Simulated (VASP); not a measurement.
Input of a VASP 6.6.1 run:

INCAR

```
SYSTEM = Ni
PREC     = Accurate       ! precision mode
ENCUT    = 520            ! plane-wave cutoff, eV
EDIFF    = 1E-7           ! SCF threshold, eV
ISMEAR   = -1             ! smearing method
SIGMA    = 0.05           ! smearing width, eV
LREAL    = .FALSE.        ! projectors in reciprocal space
LASPH    = .TRUE.         ! aspherical terms in the spheres
NELM     = 150            ! most SCF steps
ALGO     = Normal         ! electronic algorithm
ISIF     = 2              ! what is computed and relaxed
LWAVE    = .FALSE.        ! write WAVECAR
LCHARG   = .FALSE.        ! write CHGCAR
ISPIN    = 2              ! spin polarisation
MAGMOM   = 2 2            ! initial moments
LORBIT   = 11             ! projections on sites
LMAXMIX  = 4              ! l up to which the mixer works
GGA      = CA             ! functional
ISYM     = 0            
NBANDS   = 21             ! bands
```

The input KPOINTS:

```
regular mesh
0
G
  7 13 13
  0 0 0
```

File POSCAR:

```
Ni
1.0
    0.0000000000      3.5388000000      3.5388000000
    1.7694000000      0.0000000000      1.7694000000
    1.7694000000      1.7694000000      0.0000000000
Ni
2
Direct
    0.0000000000      0.0000000000      0.0000000000
    0.5000000000      0.0000000000      0.0000000000
```

Potentials or basis: VASP PAW LDA potentials, release 64 (Ni).

Launch:

```sh
$ cat potpaw_LDA.64/Ni/POTCAR > POTCAR
$ mpirun -np 1 vasp_std > vasp.out
```

Task: What does it give for the site moments?

Result: Ni +0.60 μB.

Task: Estimate the pressure.

Result: -19.8 GPa.

Task: What does it give for the net moment?

Result: 1.19 μB per cell.

Caveat: the cell stands under tension.
